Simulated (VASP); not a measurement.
Runs of VASP 6.6.1 on H6Os. The structure is that of space group Fm-3m (No. 225), or close to it. The cells are those of the table. 

```csv
task,spin,cell,k mesh,cutoff (eV),gap on the mesh (eV),pressure (GPa),moment (μB),relaxed volume (Å³/atom),largest force (eV/Å)
single point,off,"a = 4.024 Å, angles 60.0°, 7 atoms",6 × 6 × 6,520,none,0.5,-,-,0.07
single point,"collinear, ferromagnetic start","a = 4.085 Å, angles 60.0°, 7 atoms",12 × 12 × 12,520,none,(b),0.01,-,(a)
relaxation of cell and atoms,"collinear, ferromagnetic start","relaxed from a = 4.024 Å, angles 60.0°, 7 atoms",12 × 12 × 12,600,none,-0.2,0.00,6.60,0.01
single point,"collinear, ferromagnetic start","a = 4.024 Å, angles 60.0°, 7 atoms",6 × 6 × 6,520,none,0.5,0.00,-,0.07
single point,off,"a = 4.024 Å, angles 60.0°, 7 atoms",4 × 4 × 4,520,none,0.3,-,-,0.07
relaxation of cell and atoms,off,"relaxed from a = 4.024 Å, angles 60.0°, 7 atoms",6 × 6 × 6,600,none,-0.1,-,(c),-
relaxation of cell and atoms,off,"relaxed from a = 5.272 Å, angles 60.0°, 7 atoms",4 × 4 × 4,600,none,-0.2,-,6.58,-
single point,off,"a = 5.272 Å, angles 60.0°, 7 atoms",4 × 4 × 4,520,none,-10.6,-,-,-
```

Alike in all rows: level PBE; potentials or basis VASP PAW PBE potentials, release 64 (H, Os); smearing gaussian 0.1 eV.

Q: Fill in the values left out.

A: (a) 0.04; (b) -3.4; (c) 6.61.

Caveats: some runs use coarse meshes; spin-orbit coupling is left out, which moves the levels of the heavy elements; the volume moved by over 15 % at a fixed basis, so the end points are rough (some runs).

A k mesh can miss the band edges, and the runs leave out spin-orbit coupling on Os.

A gap of «none» marks levels without a gap at the run's occupations.
